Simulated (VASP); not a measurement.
# Sr2C: single point with r2SCAN

Sr2C:

```
C Sr
1.0
     0.00000    3.39341    3.39341
     3.39341    0.00000    3.39341
     3.39341    3.39341    0.00000
C Sr
1 2
Direct
  0.00000 0.00000 0.00000
  0.25000 0.25000 0.25000
  0.75000 0.75000 0.75000
```

This cell differs from its parent crystal: volume changed by +3%.

```
Program             : VASP 6.6.1
Task                : single point
Functional          : r2SCAN
Potentials or basis : VASP PAW PBE potentials, release 64 (C, Sr_sv)
Cutoff              : 520 eV
k mesh              : 6 × 6 × 6
Occupations         : fermi-dirac, width 0.02 eV
Spin                : no spin polarisation
```

```json
{
  "Pressure": "-0.9 GPa",
  "Band gap on the k mesh": "0.08 eV, direct"
}
```

Levels at points of the mesh, in eV from the valence-band top:
| k point | band 8 | band 9 | band 10 | band 11 | band 12 | band 13 | band 14 | band 15 | band 16 | band 17 |
| --- | --- | --- | --- | --- | --- | --- | --- | --- | --- | --- |
| (0.00, 0.00, 0.00) | -17.83 | -8.74 | -1.37 | -1.37 | -1.37 | 0.12 | 1.57 | 1.57 | 5.48 | 5.48 |
| (0.50, 0.00, 0.00) | -18.15 | -8.27 | -1.62 | -0.57 | -0.57 | 2.24 | 2.92 | 2.92 | 3.92 | 4.74 |
| (0.50, 0.50, 0.00) | -17.67 | -8.20 | -1.94 | 0.00 | 0.00 | 0.08 | 2.43 | 2.58 | 4.95 | 4.95 |

Wall time 2.9 min on 1 thread of AMD EPYC 7R13, with other jobs on the host, peak memory 0.19 GiB.

Caveat: the PAW data sets were made with another functional, which shifts forces and pressure a little. A k mesh can miss the band edges.
